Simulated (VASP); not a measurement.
# Au: single point with r2SCANh

The system is Au.

```
CELL_PARAMETERS angstrom
0.00000 1.99346 1.99346
1.99346 0.00000 1.99346
1.99346 1.99346 0.00000
ATOMIC_POSITIONS crystal
Au 0.00000 0.00000 0.00000
```

```json
{"Program": "VASP 6.6.1", "Task": "single point", "Functional": "r2SCANh", "Potentials or basis": "VASP PAW PBE potentials, release 64 (Au)", "Cutoff": "440 eV", "k mesh": "6 × 6 × 6", "Occupations": "fermi-dirac, width 0.05 eV", "Spin": "no spin polarisation", "Dipole correction": "no", "Grid for exact exchange (PRECFOCK)": "Normal", "Further INCAR settings": "ALGO = Normal; EDIFF = 1e-06; NBANDS = 12", "Share of exact exchange": "0.1"}
```

```yaml
Pressure: 22.6 GPa
Band_gap_on_the_k_mesh: zero (an odd number of electrons rules out a gap without spin polarisation)
```

Levels at points of the mesh, in eV from the Fermi level:
| k point | band 4 | band 5 | band 6 | band 7 | band 8 | band 9 |
| --- | --- | --- | --- | --- | --- | --- |
| (0.00, 0.00, 0.00) | -5.84 | -4.06 | -4.06 | 15.79 | 20.41 | 20.41 |
| (0.50, 0.00, 0.00) | -2.56 | -2.56 | -1.23 | 4.11 | 15.27 | 19.22 |
| (0.50, 0.50, 0.00) | -2.14 | -2.14 | 1.30 | 7.31 | 11.35 | 11.35 |

It took 5.8 min on 1 thread of Intel(R) Xeon(R) Platinum 8259CL CPU @ 2.50GHz (Skylake/Cascade Lake), on a shared host, peak memory 0.15 GiB.

Caveat: the k points lie up to 0.45 Å⁻¹ apart, too coarse for converged energies and pressures of a metal; the PAW data sets were made with another functional, which shifts forces and pressure a little; spin-orbit coupling is left out, which moves the levels of the heavy elements.
